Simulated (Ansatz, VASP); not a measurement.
## Si5C: VASP beside Ansatz

```
Si C
1.0
     2.77123    0.00000    0.00000
    -1.38561    2.39995    0.00000
     0.00000    0.00000   12.06025
Si C
5 1
Direct
  0.33333 0.66667 0.89964
  0.33333 0.66667 0.10036
  0.33333 0.66667 0.50000
  0.66667 0.33333 0.30875
  0.66667 0.33333 0.69125
  0.66667 0.33333 0.00000
```

Alike in both runs: task relaxation of cell and atoms; functional PBE; k mesh 18 × 18 × 4; occupations gaussian, width 0.1 eV; no spin polarisation.

|  | VASP | Ansatz |
| --- | --- | --- |
| version | VASP 6.6.1 | Ansatz 0.2.0 |
| potentials or method | VASP PAW PBE potentials, release 64 (Si, C), cutoff 600 eV | scalar-relativistic, plane waves, PAW |
| valence electrons in the cell | 24 | 24 |

VASP gave:

| Property | Result |
| --- | --- |
| gap on the k mesh at the Fermi level, each at its own relaxed structure (eV) | none |
| relaxed volume (Å³/atom) | 12.87 |
| relaxed cell length with the largest relative difference (Å) | 10.675 |

Question: Estimate Ansatz's values.

Answer: gap on the k mesh at the Fermi level, each at its own relaxed structure (eV): none; relaxed volume (Å³/atom): 12.87; relaxed cell length with the largest relative difference (Å): 10.681.

A gap of «none» marks a metal or a gap that the smearing closes.

Noted on VASP's run: too few bands were computed for a metal, which touches its energy and stress.
